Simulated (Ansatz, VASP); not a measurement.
# Zn3S5 in VASP and in Ansatz

```
CELL_PARAMETERS angstrom
3.85000 0.00000 0.00000
-1.92500 3.33420 0.00000
0.00000 0.00000 13.65000
ATOMIC_POSITIONS crystal
Zn 0.00000 0.00000 0.00000
Zn 0.33333 0.66667 0.23100
Zn 0.66667 0.33333 0.61500
S 0.00000 0.00000 0.17200
S 0.66667 0.33333 0.78800
S 0.66667 0.33333 0.94100
S 0.33333 0.66667 0.40300
S 0.33333 0.66667 0.55700
```

Alike in both runs: task relaxation of cell and atoms; functional PBE; k mesh 5 × 5 × 2; occupations gaussian, width 0.2 eV; no spin polarisation.

|  | VASP | Ansatz |
| --- | --- | --- |
| version | VASP 6.6.1 | Ansatz 0.2.0 |
| potentials or method | VASP PAW PBE potentials, release 64 (Zn, S), cutoff 600 eV | scalar-relativistic, plane waves, PAW |
| valence electrons in the cell | 66 | 66 |

|  | VASP | Ansatz | Ansatz less VASP |
| --- | --- | --- | --- |
| gap on the k mesh at the Fermi level, each at its own relaxed structure (eV) | none | none | - |
| relaxed volume (Å³/atom) | 22.36 | 22.33 | -0.031 |
| relaxed length of the cell vector where the two differ most in proportion (Å) | 3.935 | 3.931 | -0.0038 |

A gap of «none» marks a metal or a gap that the smearing closes.

The k mesh is coarse, so the values compare programs but aren't converged.
